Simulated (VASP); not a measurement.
# Ru8N in VASP: a series of runs, part 2 of 2

VASP 6.6.1. The steps go on from the part before.

## Step 3: Single point, PBE+D3(BJ)

Input file INCAR:

```
SYSTEM = Ru8N
ALGO = Normal
DIPOL = 0.5 0.5 0.317
EDIFF = 1E-6
ENCUT = 520
GGA = PE
GGA_COMPAT = .False.
IDIPOL = 3
ISIF = 2
ISMEAR = 0
IVDW = 12
LASPH = .True.
LCHARG = .False.
LDIPOL = .True.
LREAL = .False.
LWAVE = .False.
NBANDS = 132
NELM = 120
NELMDL = -8
PREC = Accurate
SIGMA = 0.1
```

Input file KPOINTS:

```
k-points
0
Gamma
  6 6 1
  0 0 0
```

Input file POSCAR:

```
Ru8N
1.0
    5.3951895594      0.0000000000      0.0000000000
   -2.6975947797      4.6723712167      0.0000000000
    0.0000000000      0.0000000000     25.0383144398
Ru N
16 2
Direct
    0.3333333333      0.1666666667      0.1597551628
    0.3333333333      0.6666666667      0.1597551628
    0.8333333333      0.1666666667      0.1597551628
    0.8333333333      0.6666666667      0.1597551628
    0.1666666667      0.3333333333      0.2449409688
    0.1666666667      0.8333333333      0.2449409688
    0.6666666667      0.3333333333      0.2449409688
    0.6666666667      0.8333333333      0.2449409688
    0.3333333333      0.1666666667      0.3299719610
    0.3333333333      0.6666666667      0.3299719610
    0.8333333333      0.1666666667      0.3299719610
    0.8333333333      0.6666666667      0.3299719610
    0.1666666667      0.3333333333      0.4128997766
    0.1666666667      0.8333333333      0.4128997766
    0.6666666667      0.3333333333      0.4128997766
    0.6666666667      0.8333333333      0.4128997766
    0.3333333333      0.6666666667      0.5327161488
    0.3333333333      0.6666666667      0.5766488185
```

Potentials or basis: VASP PAW PBE potentials, release 64 (Ru_pv, N).

Started as:

```
> cat potpaw_PBE.64/Ru_pv/POTCAR potpaw_PBE.64/N/POTCAR > POTCAR
> mpirun -np 1 vasp_std > vasp.out
```

OUTCAR:

```text
SYSTEM = Ru8N
   EDIFF = 1E-6
   ENCUT = 520
   GGA = PE
   ISIF = 2
   ISMEAR = 0
   IVDW = 12
   LASPH = .True.
   LREAL = .False.
   NELM = 120
   NELMDL = -8
   PREC = Accurate
 IVDW          = 12

 ion  position               nearest neighbor table
   1  0.333  0.167  0.160-   5 2.64   7 2.64   6 2.64   3 2.70   3 2.70   2 2.70   2 2.70   4 2.70
                             4 2.70
   2  0.333  0.667  0.160-   6 2.64   8 2.64   5 2.64   4 2.70   4 2.70   3 2.70   1 2.70   1 2.70
                             3 2.70
   3  0.833  0.167  0.160-   7 2.64   5 2.64   8 2.64   1 2.70   1 2.70   2 2.70   4 2.70   4 2.70
                             2 2.70
   4  0.833  0.667  0.160-   8 2.64   6 2.64   7 2.64   2 2.70   2 2.70   1 2.70   3 2.70   3 2.70
                             1 2.70
   5  0.167  0.333  0.245-   9 2.64  11 2.64  10 2.64   1 2.64   3 2.64   2 2.64   7 2.70   7 2.70
                             6 2.70   6 2.70   8 2.70   8 2.70
   6  0.167  0.833  0.245-  10 2.64  12 2.64   9 2.64   2 2.64   4 2.64   1 2.64   8 2.70   8 2.70
                             7 2.70   5 2.70   5 2.70   7 2.70
   7  0.667  0.333  0.245-  11 2.64   9 2.64  12 2.64   3 2.64   1 2.64   4 2.64   5 2.70   5 2.70
                             6 2.70   8 2.70   8 2.70   6 2.70
   8  0.667  0.833  0.245-  12 2.64  10 2.64  11 2.64   4 2.64   2 2.64   3 2.64   6 2.70   6 2.70
                             5 2.70   7 2.70   7 2.70   5 2.70
   9  0.333  0.167  0.330-  13 2.60  15 2.60  14 2.60   5 2.64   7 2.64   6 2.64  11 2.70  11 2.70
                            10 2.70  10 2.70  12 2.70  12 2.70
  10  0.333  0.667  0.330-  14 2.60  16 2.60  13 2.60   6 2.64   8 2.64   5 2.64  12 2.70  12 2.70
                            11 2.70   9 2.70   9 2.70  11 2.70
  11  0.833  0.167  0.330-  15 2.60  13 2.60  16 2.60   7 2.64   5 2.64   8 2.64   9 2.70   9 2.70
                            10 2.70  12 2.70  12 2.70  10 2.70
  12  0.833  0.667  0.330-  16 2.60  14 2.60  15 2.60   8 2.64   6 2.64   7 2.64  10 2.70  10 2.70
                             9 2.70  11 2.70  11 2.70   9 2.70
  13  0.167  0.333  0.413-   9 2.60  11 2.60  10 2.60  15 2.70  15 2.70  16 2.70  14 2.70  14 2.70
                            16 2.70
  14  0.167  0.833  0.413-  10 2.60  12 2.60   9 2.60  16 2.70  16 2.70  13 2.70  13 2.70  15 2.70
                            15 2.70
  15  0.667  0.333  0.413-  11 2.60   9 2.60  12 2.60  13 2.70  13 2.70  16 2.70  16 2.70  14 2.70
                            14 2.70
  16  0.667  0.833  0.413-  12 2.60  10 2.60  11 2.60  14 2.70  14 2.70  15 2.70  15 2.70  13 2.70
                            13 2.70
  17  0.333  0.667  0.533-  18 1.10
[... 198 lines left out ...]
  ext. energy  EPLUGINS =         0.00000000
  ---------------------------------------------------
  free energy    TOTEN  =      -155.89669507 eV

  energy without entropy =     -155.79893760  energy(sigma->0) =     -155.84781634

 E-fermi :   1.5291     XC(G=0):  -6.1326

 val. band max:        1.5109514005   @ k =   0.3333   0.1667   0.0000
 cond. band min:       1.5500055015   @ k =   0.3333   0.0000   0.0000
 fundamental gap:      0.0390541010
 Fermi energy:         1.5291320806

 k-point     1 :       0.0000    0.0000    0.0000
  band No.  band energies     occupation
      1     -42.1694      2.00000
      2     -42.1694      2.00000
      3     -42.1693      2.00000
      4     -42.1440      2.00000
      5     -42.0964      2.00000
      6     -42.0955      2.00000
[... 913 lines left out ...]
    128       2.3659      0.00000
    129       2.3866      0.00000
 [bands above 129 left out]

------------------------ aborting loop because EDIFF is reached ----------------------------------------

 vacuum level on the upper side and lower side of the slab       (xc-potential included)        -0.316        -0.015

 Edisp (eV)   -7.57867

 E8    (eV) :    -3.5549

  FORCE on cell =-STRESS in cart. coord.  units (eV):
  Direction    XX          YY          ZZ          XY          YZ          ZX
  --------------------------------------------------------------------------------------
  -------------------------------------------------------------------------------------
  Total     -11.74816   -11.74816    -1.46470     0.00000     0.00000     0.00000
  in kB     -29.82162   -29.82162    -3.71802     0.00000     0.00000     0.00000
  external pressure =      -21.12 kB  Pullay stress =        0.00 kB

 VOLUME and BASIS-vectors are now :
 -----------------------------------------------------------------------------
  energy-cutoff  :      520.00
  volume of cell :      631.17
      direct lattice vectors                 reciprocal lattice vectors
     5.395189559  0.000000000  0.000000000     0.185350299  0.107012045  0.000000000
    -2.697594780  4.672371217  0.000000000     0.000000000  0.214024090  0.000000000
     0.000000000  0.000000000 25.038314440     0.000000000  0.000000000  0.039938791

 POSITION                                       TOTAL-FORCE (eV/Angst)
 -----------------------------------------------------------------------------------
      1.34880      0.77873      4.00000         0.015865      0.009159      0.506437
     -0.00000      3.11491      4.00000        -0.000000      0.000000      0.541819
      4.04639      0.77873      4.00000        -0.015865      0.009159      0.506437
      2.69759      3.11491      4.00000        -0.000000     -0.018319      0.506437
      0.00000      1.55746      6.13291        -0.000000     -0.008538     -0.533324
     -1.34880      3.89364      6.13291        -0.007395      0.004269     -0.533324
[... 10 lines left out ...]
     -0.00000      3.11491     13.33831        -0.000000     -0.000000     -2.129270
     -0.00000      3.11491     14.43831         0.000000     -0.000000      2.288323
 -----------------------------------------------------------------------------------
    total drift:                                0.000001     -0.000001     -0.000626

  FREE ENERGIE OF THE ION-ELECTRON SYSTEM (eV)
  ---------------------------------------------------
  free  energy   TOTEN  =      -163.4753607353 eV

  energy  without entropy=     -163.3776032597  energy(sigma->0) =     -163.42648200

 vacuum level on the upper side and lower side of the slab         6.173         6.482
```

OSZICAR:

```text
N       E                     dE             d eps       ncg     rms          rms(c)
DAV:   1     0.250602976695E+04    0.25060E+04   -0.14564E+05  2360   0.168E+03
DAV:   2    -0.325782954554E+02   -0.25386E+04   -0.24715E+04  1952   0.490E+02
DAV:   3    -0.158495426127E+03   -0.12592E+03   -0.12149E+03  2764   0.893E+01
[... 28 lines left out ...]
DAV:  32    -0.155896685607E+03   -0.73288E-05   -0.78704E-07  1280   0.241E-03    0.172E-03
DAV:  33    -0.155896688642E+03   -0.30356E-05   -0.15116E-07  1132   0.995E-04    0.144E-03
DAV:  34    -0.155896692049E+03   -0.34063E-05   -0.18685E-07  1124   0.117E-03    0.340E-04
DAV:  35    -0.155896694131E+03   -0.20821E-05   -0.11017E-07  1096   0.740E-04    0.365E-04
DAV:  36    -0.155896695074E+03   -0.94319E-06   -0.50853E-08  1040   0.487E-04
   1 F= -.16347536E+03 E0= -.16342648E+03  d E =-.977575E-01
```

stdout:

```text
POSCAR found type information on POSCAR RuN
 POSCAR found :  2 types and      18 ions
 scaLAPACK will be used
 -----------------------------------------------------------------------------
|                                                                             |
|                                                                             |
|     You have a (more or less) 'large supercell' and for larger cells it     |
|     might be more efficient to use real-space projection operators.         |
|     Therefore, try LREAL= Auto in the INCAR file.                           |
|     Mind: For very accurate calculation, you might also keep the            |
|     reciprocal projection scheme (i.e. LREAL=.FALSE.).                      |
|                                                                             |
 -----------------------------------------------------------------------------

 LDA part: xc-table for (Slater+PW92), standard interpolation
 POSCAR, INCAR and KPOINTS ok, starting setup
 FFT: planning ... GRIDC
 FFT: planning ... GRID_SOFT
 FFT: planning ... GRID
 WAVECAR not read
 entering main loop
```

It took 56 min on 1 thread of Intel Xeon 8259CL, shared host; peak memory 0.86 GiB.

What came out:

```
Free energy                : -163.4754 eV
Largest force              : 2.288 eV/Å
Band gap on the k mesh     : zero (bands 117 and 118 overlap by 1.26 eV)
Dispersion energy per atom : -0.421 eV
```

Forces on the atoms (eV/Å):
```
Ru   0.016  0.009  0.506
Ru   0.000  0.000  0.542
Ru  -0.016  0.009  0.506
Ru   0.000 -0.018  0.506
Ru   0.000 -0.009 -0.533
Ru  -0.007  0.004 -0.533
Ru   0.000  0.000 -0.509
Ru   0.007  0.004 -0.533
Ru   0.027  0.016  0.022
Ru   0.000  0.000 -0.084
Ru  -0.027  0.016  0.022
Ru   0.000 -0.031  0.022
Ru   0.000 -0.075 -0.027
Ru  -0.065  0.037 -0.027
Ru   0.000  0.000 -0.012
Ru   0.065  0.037 -0.027
N    0.000  0.000 -2.129
N    0.000  0.000  2.288
```

Caveat: the standard files for N, O and F lose accuracy on very short bonds.

## Step 4: Single point, PBE+D3(BJ)

Input file INCAR:

```
PREC = Accurate ; ENCUT = 520
EDIFF = 1E-6 ; ISMEAR = 0
SIGMA = 0.1 ; LREAL = False
LASPH = True ; NELM = 120
ALGO = Normal ; ISIF = 2
LWAVE = False ; LCHARG = False
LDIPOL = True ; IDIPOL = 3
DIPOL = 0.5 0.5 0.317 ; GGA = PE
IVDW = 12 ; NBANDS = 132
GGA_COMPAT = False ; NELMDL = -8
```

Input file KPOINTS:

```
Automatic mesh
0
Gamma
  6 6 1
```

Changes to POSCAR since step 3:

```diff
@@ -24,3 +24,3 @@
     0.6666666667      0.8333333333      0.4128997766
-    0.3333333333      0.6666666667      0.5327161488
-    0.3333333333      0.6666666667      0.5766488185
+    0.1666666667      0.3333333333      0.5327161488
+    0.1666666667      0.3333333333      0.5766488185
```

Started as:

```
> cat potpaw_PBE.64/Ru_pv/POTCAR potpaw_PBE.64/N/POTCAR > POTCAR
> mpirun -np 1 vasp_std > vasp.out
```

Run time: 52 min. Hardware: 1 thread of Intel Xeon Platinum 8259CL at 2.50GHz (Skylake/Cascade Lake), shared host; peak memory 0.89 GiB.

The run converged. Its results:

```
Free energy                : -163.5594 eV
Largest force              : 2.353 eV/Å
Band gap on the k mesh     : zero (bands 117 and 118 overlap by 1.25 eV)
Dispersion energy per atom : -0.421 eV
```

Forces on the atoms (eV/Å):
```
Ru   0.013 -0.007  0.519
Ru   0.000  0.014  0.519
Ru  -0.013 -0.007  0.519
Ru   0.000  0.000  0.511
Ru   0.000  0.000 -0.515
Ru  -0.014 -0.008 -0.537
Ru   0.000  0.016 -0.537
Ru   0.014 -0.008 -0.537
Ru   0.086 -0.050  0.028
Ru   0.000  0.099  0.028
Ru  -0.086 -0.050  0.028
Ru   0.000  0.000 -0.096
Ru   0.000  0.000  0.294
Ru  -0.012 -0.007 -0.040
Ru   0.000  0.014 -0.040
Ru   0.012 -0.007 -0.040
N    0.000  0.000 -2.353
N    0.000  0.000  2.249
```

Levels at points of the mesh, in eV from the Fermi level:
```
           k point  band 115  band 116  band 117  band 118  band 119  band 120
(0.00, 0.00, 0.00)      0.23      0.99      0.99      1.07      1.08      1.08
(0.50, 0.00, 0.00)     -0.62     -0.57     -0.57     -0.08     -0.07     -0.02
```

Caveat: the standard files for N, O and F lose accuracy on very short bonds.

## Step 5: Summary

```csv
cell,gap on the mesh (eV),largest force (eV/Å)
"as given, atomic positions A",none,2.29
"as given, atomic positions B",none,2.29
"as given, atomic positions C",none,2.35
```

Alike in all rows: task single point; level PBE+D3(BJ); potentials or basis VASP PAW PBE potentials, release 64 (Ru_pv, N); no spin polarisation; k mesh 6 × 6 × 1; cutoff (eV) 520; smearing gaussian 0.1 eV.

Caveats: the standard files for N, O and F lose accuracy on very short bonds.

Absolute energies hang on the potentials; compare differences alone.
